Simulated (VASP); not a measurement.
Runs of VASP 6.6.1 on NbCd3. It takes space group Pm-3m (No. 221, cubic). The conventional cell has a = 4.215 Å, b = 4.215 Å, c = 4.215 Å, α = 90.00°, β = 90.00°, γ = 90.00°. Nb (site symmetry m-3m) has 12 Cd at 2.98 Å within 3.9 Å. Cd (site symmetry 4/mmm) has 4 Nb at 2.98 Å and 8 Cd at 2.98 Å within 3.9 Å. 

| k mesh | gap on the mesh (eV) | pressure (GPa) |
| --- | --- | --- |
| 14 × 14 × 14 | none | 5.3 |
| 8 × 8 × 8 | none | 5.3 |
| 6 × 6 × 6 | none | (a) |
| 1 × 1 × 1 | none | 18.2 |
| 12 × 12 × 12 | none | 5.3 |

Alike in all rows: task single point; level r2SCAN; potentials or basis VASP PAW PBE potentials, release 64 (Nb_sv, Cd); no spin polarisation; cell as given; cutoff (eV) 520; smearing gaussian 0.1 eV.

Task: Estimate the missing entries.

Result: (a) 5.4.

Caveats: some runs use coarse meshes; the PAW data sets were made with another functional, which shifts forces and pressure a little; the cell stands under pressure (at least some runs).

A k mesh can miss the band edges, and the runs leave out spin-orbit coupling on Cd, Nb.

A gap of «none» marks levels without a gap at the run's occupations.
